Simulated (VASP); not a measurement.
**PbO: single point with PBE+D3(BJ)**

Crystal: PbO.

```
CELL_PARAMETERS angstrom
4.08641 0.00000 0.00000
0.00000 4.08641 0.00000
0.00000 0.00000 4.75046
ATOMIC_POSITIONS crystal
Pb 0.00000 0.50000 0.23510
Pb 0.50000 0.00000 0.76490
O 0.00000 0.00000 0.00000
O 0.50000 0.50000 0.00000
```

This cell differs from its parent crystal: ratio of the length along z to the lengths across it x 0.92, volume and fractional coordinates fixed.

```yaml
Program: VASP 6.6.1
Task: single point
Functional: PBE
Dispersion: D3(BJ)
Potentials_or_basis: VASP PAW PBE potentials, release 64 (Pb_d, O)
Cutoff: 520 eV
k_mesh: 8 × 8 × 6
Occupations: gaussian, width 0.05 eV
Spin: no spin polarisation
Dipole_correction: no
Further_INCAR_settings: ALGO = Normal; EDIFF = 1e-06; NBANDS = 28
```

The pressure is 2.0 GPa, the largest force is 0.700 eV/Å and the band gap on the k mesh is 1.44 eV (least direct gap 2.01 eV). The dispersion energy per atom is -0.239 eV.

Forces on the atoms (eV/Å):
```
Pb   0.000  0.000  0.700
Pb   0.000  0.000 -0.700
O    0.000  0.000  0.000
O    0.000  0.000  0.000
```

Stress tensor (GPa, compression positive):
```
1.38 0.00 0.00
0.00 1.38 0.00
0.00 0.00 3.26
```

Levels at points of the mesh, in eV from the valence-band top:
```tsv
k point	band 16	band 17	band 18	band 19	band 20	band 21	band 22	band 23	band 24	band 25
(0.00, 0.00, 0.00)	-4.19	-1.69	-1.69	-1.48	-0.10	2.49	5.72	5.72	5.79	7.08
(0.50, 0.00, 0.00)	-2.96	-2.83	-2.83	-1.28	-1.28	3.70	3.70	6.66	6.66	6.73
(0.50, 0.50, 0.00)	-3.02	-1.23	-1.23	-1.02	-1.02	1.44	1.44	5.75	5.75	8.54
(0.00, 0.00, 0.50)	-3.98	-1.72	-1.72	-1.56	-0.38	1.68	3.90	4.07	4.07	8.94
(0.50, 0.00, 0.50)	-3.50	-2.90	-2.90	-0.67	-0.67	3.33	3.33	6.28	6.28	7.45
(0.50, 0.50, 0.50)	-3.57	-2.01	-2.01	-1.02	-1.02	3.88	3.88	5.17	5.17	5.64
```

It took 2.9 min on 1 thread of Intel Xeon 8259CL (shared host), peak memory 0.26 GiB.

Caveat: spin-orbit coupling is left out, which moves the levels of the heavy elements. A k mesh can miss the band edges.
